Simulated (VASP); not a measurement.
# Hf2Si3 (P6/mmm) in VASP: further runs, part 2 of 3

VASP 6.6.1. Earlier steps stand in the parts before.

## Step 4: Relaxation of cell and atoms, PBE

File INCAR:

```
  PREC = Accurate
  ENCUT = 600
  EDIFF = 1E-6
  ISMEAR = 0
  SIGMA = 0.1
  LREAL = False
  LASPH = True
  NELM = 100
  ALGO = Normal
  ISIF = 3
  LWAVE = False
  LCHARG = False
  GGA = PE
  IBRION = 2
  NSW = 90
  EDIFFG = -0.04
```

File KPOINTS:

```
regular mesh
0
Gamma
  6 6 4
```

File POSCAR:

```
Hf2Si3
1.0
    3.7322885000      0.0000000000      0.0000000000
   -1.8661442500      3.2322566600      0.0000000000
    0.0000000000      0.0000000000      7.0529271800
Hf Si
2 3
Direct
    0.0000000000      0.0000000000      0.7176424000
    0.0000000000      0.0000000000      0.2823576000
    0.3333333300      0.6666666700      0.0000000000
    0.6666666700      0.3333333300      0.0000000000
    0.0000000000      0.0000000000      0.0000000000
```

Potentials or basis: VASP PAW PBE potentials, release 64 (Hf_pv, Si).

Command:

```bash
$ cat potpaw_PBE.64/Hf_pv/POTCAR potpaw_PBE.64/Si/POTCAR > POTCAR
$ mpirun -np 1 vasp_std > vasp.out
```

OUTCAR:

```text
PREC = Accurate
   ENCUT = 600
   EDIFF = 1E-6
   ISMEAR = 0
   LREAL = False
   LASPH = True
   NELM = 100
   ISIF = 3
   GGA = PE
   IBRION = 2
   NSW = 90
   EDIFFG = -0.04

 ion  position               nearest neighbor table
   1  0.000  0.000  0.718-   5 1.99   4 2.93   3 2.93   4 2.93   3 2.93   4 2.93   3 2.93   2 3.07

   2  0.000  0.000  0.282-   5 1.99   4 2.93   3 2.93   4 2.93   3 2.93   4 2.93   3 2.93   1 3.07

   3  0.333  0.667  0.000-   5 2.15   4 2.15   4 2.15   5 2.15   5 2.15   4 2.15   1 2.93   2 2.93
                             1 2.93   2 2.93   1 2.93   2 2.93
   4  0.667  0.333  0.000-   5 2.15   3 2.15   3 2.15   5 2.15   5 2.15   3 2.15   1 2.93   2 2.93
                             2 2.93   1 2.93   2 2.93   1 2.93
   5  0.000  0.000  0.000-   1 1.99   2 1.99   3 2.15   4 2.15   4 2.15   3 2.15   4 2.15   3 2.15

  LATTYP: Found a hexagonal cell.
 ALAT       =     3.7322885000
 C/A-ratio  =     1.8897057877

  Lattice vectors:

 A1 = (   3.7322885000,   0.0000000000,   0.0000000000)
 A2 = (  -1.8661442500,   3.2322566600,   0.0000000000)
 A3 = (   0.0000000000,   0.0000000000,   7.0529271800)

Analysis of symmetry for initial positions (statically):
=====================================================================
 Subroutine PRICEL returns:
 Original cell was already a primitive cell.

 Routine SETGRP: Setting up the symmetry group for a
 hexagonal supercell.

 Subroutine GETGRP returns: Found 24 space group operations
 (whereof 24 operations were pure point group operations)
 out of a pool of 24 trial point group operations.

The static configuration has the point symmetry D_6h.

Analysis of symmetry for dynamics (positions and initial velocities):
=====================================================================
 Subroutine PRICEL returns:
 Original cell was already a primitive cell.

 Routine SETGRP: Setting up the symmetry group for a
 hexagonal supercell.

 Subroutine GETGRP returns: Found 24 space group operations
[... 118 lines left out ...]
   EMIN   =  10.00;   EMAX   =-10.00  energy-range for DOS
   EFERMI =   0.00;   METHOD = LEGACY
   ISMEAR =     0;   SIGMA  =   0.10  broadening in eV -4-tet -1-fermi 0-gaus
   EFERMI_NEDOS =   21; number of points for ismear=-14 and -15
   IALGO  =     38    algorithm
   IMIX   =      4    mixing-type and parameters
     AMIX     =   0.40;   BMIX     =  1.00
     AMIX_MAG =   1.60;   BMIX_MAG =  1.00
  volume/ion in A,a.u.               =      17.02       114.84
  Fermi-wavevector in a.u.,A,eV,Ry     =   1.181702  2.233093 18.999446  1.396420
  Thomas-Fermi vector in A             =   2.317970
   LORBIT       =      0    0 simple, 1 ext, 2 COOP (PROOUT), +10 PAW based schemes
   GGA     = PE    functional components
   LHFCALC =     F    Hartree Fock is set to
   AEXX    =    0.0000 exact exchange contribution
   IVDW    =     0    specifies the selected vdW correction
   LEPSILON=     F    determine dielectric tensor
   LRPA    =     F    only Hartree local field effects (RPA)
 conjugate gradient relaxation of ions
 non-spin polarized calculation
 Gauss-broadening in eV      SIGMA  =   0.10
  energy-cutoff  :      600.00
  volume of cell :       85.08
 maximum number of plane-waves:      2866
 NGX is ok and might be reduce to    30
   NGX = 15   NGY = 15   NGZ = 29

--------------------------------------- Ionic step        1  -------------------------------------------

 number of electron      31.9999998 magnetization

 Free energy of the ion-electron system (eV)
  ---------------------------------------------------
  ext. energy  EPLUGINS =         0.00000000
  ---------------------------------------------------
  free energy    TOTEN  =       -24.00205730 eV

  energy without entropy =      -23.97879138  energy(sigma->0) =      -23.99042434

------------------------ aborting loop because EDIFF is reached ----------------------------------------

  FORCE on cell =-STRESS in cart. coord.  units (eV):
  Direction    XX          YY          ZZ          XY          YZ          ZX
  --------------------------------------------------------------------------------------
  -------------------------------------------------------------------------------------
  Total       21.7681411     21.7681412     46.0141178      0.0000000      0.0000000      0.0000000
  in kB      409.9033621    409.9033633    866.4654246      0.0000000      0.0000000      0.0000000
  external PRESSURE =     562.0907167 kB  Pullay stress =       0.0000000 kB
[... 1081 lines left out ...]
     19       6.7696      0.00000
     20       6.9351      0.00000

[... ionic steps 4 to 12 ...]

--------------------------------------- Ionic step       13  -------------------------------------------

 number of electron      32.0000000 magnetization

------------------------ aborting loop because EDIFF is reached ----------------------------------------
[... 73 lines left out ...]
--------------------------------------- Ionic step       15  -------------------------------------------

 number of electron      32.0000001 magnetization

 Free energy of the ion-electron system (eV)
  ---------------------------------------------------
  ext. energy  EPLUGINS =         0.00000000
  ---------------------------------------------------
  free energy    TOTEN  =       -30.28340475 eV

  energy without entropy =      -30.24003386  energy(sigma->0) =      -30.26171930

 E-fermi :   5.0855     XC(G=0):  -9.7751

 val. band max:        5.0850157805   @ k =   0.3333   0.1667   0.0000
 cond. band min:       5.1095927316   @ k =   0.1667  -0.0000   0.2500
 fundamental gap:      0.0245769512
 Fermi energy:         5.0855076128
[... 513 lines left out ...]
  FREE ENERGIE OF THE ION-ELECTRON SYSTEM (eV)
  ---------------------------------------------------
  free  energy   TOTEN  =       -30.2834047462 eV

  energy  without entropy=      -30.2400338603  energy(sigma->0) =      -30.26171930

 reached required accuracy - stopping structural energy minimisation
```

OSZICAR:

```text
N       E                     dE             d eps       ncg     rms          rms(c)
DAV:   1     0.145790253635E+03    0.14579E+03   -0.17929E+04   840   0.162E+03
DAV:   2    -0.213053459633E+02   -0.16710E+03   -0.16031E+03  1028   0.340E+02
DAV:   3    -0.315955615357E+02   -0.10290E+02   -0.97361E+01  1144   0.541E+01
[... 160 lines left out ...]
DAV:   3    -0.302834445595E+02    0.66970E-04   -0.40173E-04  1092   0.924E-02    0.487E-02
DAV:   4    -0.302834142296E+02    0.30330E-04   -0.88616E-05  1048   0.406E-02    0.344E-02
DAV:   5    -0.302834066297E+02    0.75999E-05   -0.19809E-05  1096   0.258E-02    0.134E-02
DAV:   6    -0.302834051657E+02    0.14640E-05   -0.29988E-06   788   0.102E-02    0.607E-03
DAV:   7    -0.302834047462E+02    0.41953E-06   -0.38756E-07   488   0.411E-03
  15 F= -.30283405E+02 E0= -.30261719E+02  d E =-.251861E-03
```

Run time: 5.8 min. Hardware: 1 thread of Intel Xeon 6975P-C (Granite Rapids), shared host; peak memory 0.24 GiB.

Results:

| Property | Result |
| --- | --- |
| Free energy | -30.2834 eV |
| Relaxed volume | 23.12 Å³/atom |
| Relaxed cell | a = 4.144 Å, b = 4.144 Å, c = 7.773 Å, α = 90.00°, β = 90.00°, γ = 120.00° |
| Space group after relaxing (to 0.1 Å) | P6/mmm (No. 191) |
| Energy gained by relaxing | 1256.3 meV/atom |
| Ionic steps | 15 |
| Pressure after relaxing | 0.0 GPa |
| Largest force after relaxing | 0.024 eV/Å |
| Band gap on the k mesh | zero (bands 16 and 17 overlap by 1.73 eV) |

Forces on the atoms (eV/Å):
```
Hf   0.000  0.000  0.024
Hf   0.000  0.000 -0.024
Si   0.000  0.000  0.000
Si   0.000  0.000  0.000
Si   0.000  0.000  0.000
```

The path:
| step | energy change (eV) | largest force (eV/Å) | pressure (GPa) | volume (Å³) |
| --- | --- | --- | --- | --- |
| 1 | 0.0000 | 12.4260 | 56.21 | 85.08 |
| 2 | -2.1591 | 0.8774 | -7.80 | 179.89 |
| 3 | -3.1669 | 1.2577 | -7.89 | 162.47 |
| 4 | -4.0926 | 1.5442 | -7.45 | 148.14 |
| 5 | -5.9695 | 1.0125 | 1.43 | 113.89 |
| 6 | -5.9632 | 0.4004 | 5.84 | 107.82 |
| 7 | -5.9923 | 0.7548 | 3.33 | 111.05 |
| 8 | -6.2325 | 0.5243 | -1.97 | 118.76 |
| 9 | -6.2327 | 0.5191 | -2.05 | 118.93 |
| 10 | -6.2775 | 0.0005 | 0.08 | 115.60 |
| 11 | -6.2790 | 0.0904 | -0.27 | 116.08 |
| 12 | -6.2810 | 0.0576 | 0.04 | 115.58 |
| 13 | -6.2811 | 0.0506 | 0.09 | 115.48 |
| 14 | -6.2811 | 0.0494 | 0.11 | 115.46 |
| 15 | -6.2813 | 0.0242 | 0.03 | 115.62 |

Final structure:
```cif
data_structure
_symmetry_space_group_name_H-M 'P 1'
_symmetry_Int_Tables_number 1
_cell_length_a 4.1443
_cell_length_b 4.1443
_cell_length_c 7.7733
_cell_angle_alpha 90.000
_cell_angle_beta 90.000
_cell_angle_gamma 120.000
_cell_volume 115.62
loop_
_atom_site_label
_atom_site_type_symbol
_atom_site_fract_x
_atom_site_fract_y
_atom_site_fract_z
_atom_site_occupancy
Hf1 Hf 0.00000 0.00000 0.68180 1
Hf2 Hf 0.00000 0.00000 0.31820 1
Si1 Si 0.33333 0.66667 0.00000 1
Si2 Si 0.66667 0.33333 0.00000 1
Si3 Si 0.00000 0.00000 0.00000 1
```

Caveat: the volume moved by over 15 % at a fixed basis, so the end points are rough; spin-orbit coupling is left out, which moves the levels of the heavy elements.

[end of part 2 of 3]
